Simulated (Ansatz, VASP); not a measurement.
## CoH4 in VASP and in Ansatz

Contents of INCAR:

```
SYSTEM = CoH4
PREC = Accurate
ENCUT = 520
EDIFF = 1E-7
ISMEAR = 0
SIGMA = 0.1
LREAL = .FALSE.
LASPH = .TRUE.
NELM = 100
ALGO = Normal
ISIF = 2
LWAVE = .FALSE.
LCHARG = .FALSE.
GGA = PE
NBANDS = 24
```

Contents of KPOINTS:

```
Automatic mesh
0
G
  14 14 4
  0 0 0
```

POSCAR

```
CoH4
1.0
    2.5511680249     -0.0012451617     -0.0070717840
    0.0012147954      2.5511699573     -0.0064649151
    0.3649457717      0.3492152195     10.7185110555
Co H
2 8
Direct
    0.7498368433      0.7618402973      0.7501706613
    0.2501631567      0.2381597027      0.2498293387
    0.7374676980      0.2499754151      0.8441515460
    0.7378235996      0.2262578727      0.3438091923
    0.7625032884      0.2500482297      0.1558488538
    0.7622060228      0.2737101862      0.6561912174
    0.2625323020      0.7500245849      0.1558484540
    0.2621764004      0.7737421273      0.6561908077
    0.2374967116      0.7499517703      0.8441511462
    0.2377939772      0.7262898138      0.3438087826
```

Input for Ansatz:

```yaml
crystal:
  lattice:
    - [2.5511680249, -0.0012451617, -0.007071784]
    - [0.0012147954, 2.5511699573, -0.0064649151]
    - [0.3649457717, 0.3492152195, 10.7185110555]
  atoms:
    - { symbol: Co, position: [0.7498368433, 0.7618402973, 0.7501706613] }
    - { symbol: Co, position: [0.2501631567, 0.2381597027, 0.2498293387] }
    - { symbol: H, position: [0.737467698, 0.2499754151, 0.844151546] }
    - { symbol: H, position: [0.7378235996, 0.2262578727, 0.3438091923] }
    - { symbol: H, position: [0.7625032884, 0.2500482297, 0.1558488538] }
    - { symbol: H, position: [0.7622060228, 0.2737101862, 0.6561912174] }
    - { symbol: H, position: [0.262532302, 0.7500245849, 0.155848454] }
    - { symbol: H, position: [0.2621764004, 0.7737421273, 0.6561908077] }
    - { symbol: H, position: [0.2374967116, 0.7499517703, 0.8441511462] }
    - { symbol: H, position: [0.2377939772, 0.7262898138, 0.3438087826] }
basis:
  ecutwfc: 420
kpoints:
  mp_grid: { grid: [14, 14, 4] }
hamiltonian:
  xc: pbe
scf:
  occupations: { method: gaussian, width: 0.1 }
output:
  forces: true
  eigenvalues: true
  stress: true
accuracy: medium
```

Alike in both runs: task single point; functional PBE; k mesh 14 × 14 × 4; occupations gaussian, width 0.1 eV; no spin polarisation.

|  | VASP | Ansatz |
| --- | --- | --- |
| version | VASP 6.6.1 | Ansatz 0.2.0 |
| potentials or method | VASP PAW PBE potentials, release 64 (Co, H), cutoff 520 eV | scalar-relativistic, plane waves, PAW |
| valence electrons in the cell | 26 | 42 |

VASP gave:

| Property | Result |
| --- | --- |
| gap on the k mesh at the Fermi level (eV) | none |
| pressure (GPa) | -0.4 |
| traceless stress, the component that is largest in VASP (GPa) | 0.15 |

Q: What did Ansatz give for the same quantities?

A: gap on the k mesh at the Fermi level (eV): none; pressure (GPa): 0.0; traceless stress, the component that is largest in VASP (GPa): 0.02.

A gap of «none» marks a metal or a gap that the smearing closes. With one functional, cell and mesh, what is left measures potentials, basis and numerics. VASP's potentials hold 26 valence electrons a cell and Ansatz's 42, so a difference there can come from the potentials and not from the codes.
